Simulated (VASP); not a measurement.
The system is As3Ru.

```
CELL_PARAMETERS angstrom
6.30314 0.00000 0.00000
-3.15157 5.45868 0.00000
0.00000 0.00000 4.28196
ATOMIC_POSITIONS crystal
As 0.80617 0.61233 0.25000
As 0.19383 0.80617 0.75000
As 0.38767 0.19383 0.25000
As 0.19383 0.38767 0.75000
As 0.80617 0.19383 0.25000
As 0.61233 0.80617 0.75000
Ru 0.33333 0.66667 0.25000
Ru 0.66667 0.33333 0.75000
```

- Program: VASP 6.6.1
- Task: relaxation of cell and atoms
- Functional: PBE
- Potentials or basis: VASP PAW PBE potentials, release 64 (As, Ru_pv)
- Cutoff: 600 eV
- k mesh: 9 × 9 × 8
- Occupations: gaussian, width 0.1 eV
- Spin: no spin polarisation

At the start: pressure 0.7 GPa; volume 18.42 Å³/atom.

Q: Where does the relaxation end?

A: Over 21 steps the energy falls by 3.8 meV/atom and the volume is 19.25 Å³/atom (+4.5 %); space group P6_3/mmc (No. 194, to 0.05 Å).

Step by step:
```
step  energy change (eV)  largest force (eV/Å)  pressure (GPa)  volume (Å³)
   1              0.0000                0.0975            0.71       147.33
   2             -0.0090                0.0904           -0.69       149.06
   3             -0.0091                0.0707           -0.55       148.87
   4             -0.0170                0.0642            0.05       148.50
   5             -0.0183                0.0532            0.39       148.30
   6             -0.0211                0.0781            0.03       149.18
   7             -0.0227                0.1088           -0.41       150.36
   8             -0.0243                0.0938           -0.31       150.54
   9             -0.0270                0.0550           -0.01       150.97
  10             -0.0279                0.0259            0.61       151.81
  11             -0.0283                0.0037            0.38       151.51
  12             -0.0294                0.0089            0.22       152.33
  13             -0.0299                0.0166            0.01       153.43
  14             -0.0300                0.0189           -0.07       153.72
  15             -0.0300                0.0181           -0.02       153.60
  16             -0.0300                0.0183           -0.04       153.64
  17             -0.0301                0.0101            0.01       153.71
  18             -0.0301                0.0056            0.04       153.74
  19             -0.0302                0.0033            0.10       153.81
  20             -0.0302                0.0006            0.08       153.78
  21             -0.0302                0.0019            0.01       153.98
```

Final structure:
```
As Ru
1.0
     6.56713    0.00000    0.00000
    -3.28357    5.68731    0.00000
     0.00000    0.00000    4.12262
As Ru
6 2
Direct
  0.80264 0.60527 0.25000
  0.19736 0.80264 0.75000
  0.39473 0.19736 0.25000
  0.19736 0.39473 0.75000
  0.80264 0.19736 0.25000
  0.60528 0.80264 0.75000
  0.33333 0.66667 0.25000
  0.66667 0.33333 0.75000
```
